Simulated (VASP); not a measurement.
Write the native input for VASP 6.6.1 that does the following.

```
Task                   : single point
Functional             : PBEsol
Potentials or basis    : VASP PAW PBE potentials, release 64 (Rb_sv)
Cutoff                 : 500 eV
k mesh                 : 5 × 5 × 5
Occupations            : methfessel-paxton, width 0.2 eV
Spin                   : no spin polarisation
Dipole correction      : no
Further INCAR settings : ALGO = Normal; EDIFF = 1e-06; NBANDS = 16
```

The structure of Rb lies in POSCAR:

```
Rb
1.0
    5.6050000000      0.0000000000      0.0000000000
    0.0000000000      5.6050000000      0.0000000000
    0.0000000000      0.0000000000      5.6050000000
Rb
2
Direct
    0.0000000000      0.0000000000      0.0000000000
    0.5000000000      0.5000000000      0.5000000000
```

The input as run:

INCAR

```
SYSTEM = Rb
ALGO     = Normal         ! electronic algorithm
EDIFF    = 1E-6           ! SCF threshold, eV
ENCUT    = 500            ! plane-wave cutoff, eV
GGA      = PS             ! functional
GGA_COMPAT= .False.      
ISIF     = 2              ! what is computed and relaxed
ISMEAR   = 1              ! smearing method
LASPH    = .True.         ! aspherical terms in the spheres
LCHARG   = .True.         ! write CHGCAR
LELF     = .True.         ! ELF
LREAL    = .False.        ! projectors in reciprocal space
LVHAR    = .True.       
LWAVE    = .False.        ! write WAVECAR
NBANDS   = 16             ! bands
NELM     = 120            ! most SCF steps
PREC     = Accurate       ! precision mode
SIGMA    = 0.2            ! smearing width, eV
```

KPOINTS

```
k-points
0
Gamma
  5 5 5
  0 0 0
```

Potentials or basis: VASP PAW PBE potentials, release 64 (Rb_sv).

Launch:

```console
$ cat potpaw_PBE.64/Rb_sv/POTCAR > POTCAR
$ mpirun -np 1 vasp_std > vasp.out
```

It gave:

| Item | Value |
| --- | --- |
| Pressure | -0.1 GPa |
| Band gap on the k mesh | zero (bands 9 and 10 overlap by 0.55 eV) |

Caveat: the PAW data sets were made with another functional, which shifts forces and pressure a little.

It took 24 s on 1 thread of Intel(R) Xeon(R) Platinum 8175M CPU @ 2.50GHz (Skylake/Cascade Lake) (shared host), peak memory 0.25 GiB.
